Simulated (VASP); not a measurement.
Wanted: the native input for a VASP 6.6.1 run.

* Task: single point
* Functional: PBE
* Potentials or basis: VASP PAW PBE potentials, release 64 (O, Sr_sv, Se)
* Cutoff: 520 eV
* k mesh: 6 × 6 × 4
* Occupations: fermi-dirac, width 0.02 eV
* Spin: no spin polarisation
* Dipole correction: no
* Further INCAR settings: ALGO = Normal; EDIFF = 1e-06; NBANDS = 24

The structure of Sr2SeO lies in POSCAR:

```
Sr2SeO
1.0
    4.1505593635      0.0000000000      0.0000000000
    0.0000000000      4.1505593635      0.0000000000
    0.0000000000      0.0000000000      5.8795394215
O Sr Se
1 2 1
Direct
    0.0000000000      0.0000000000      0.0000000000
    0.0000000000      0.0000000000      0.5000000000
    0.5000000000      0.5000000000      0.0000000000
    0.5000000000      0.5000000000      0.5000000000
```

One way to write it, as run:

INCAR

```
  ALGO = Normal
  EDIFF = 1E-6
  ENCUT = 520
  GGA = PE
  ISIF = 2
  ISMEAR = -1
  LASPH = True
  LCHARG = False
  LREAL = False
  LWAVE = False
  NBANDS = 24
  NELM = 100
  PREC = Accurate
  SIGMA = 0.02
```

KPOINTS

```
k-points
0
Gamma
  6 6 4
```

Potentials or basis: VASP PAW PBE potentials, release 64 (O, Sr_sv, Se).

Run with:

```sh
$ cat potpaw_PBE.64/O/POTCAR potpaw_PBE.64/Sr_sv/POTCAR potpaw_PBE.64/Se/POTCAR > POTCAR
$ mpirun -np 1 vasp_std > vasp.out
```

It gave:

```yaml
Pressure: 0.2 GPa
Band_gap_on_the_k_mesh: 1.98 eV, direct
```

Wall time 26 s on 1 thread of Intel(R) Xeon(R) 6975P-C (Granite Rapids), on a shared host, peak memory 0.25 GiB.
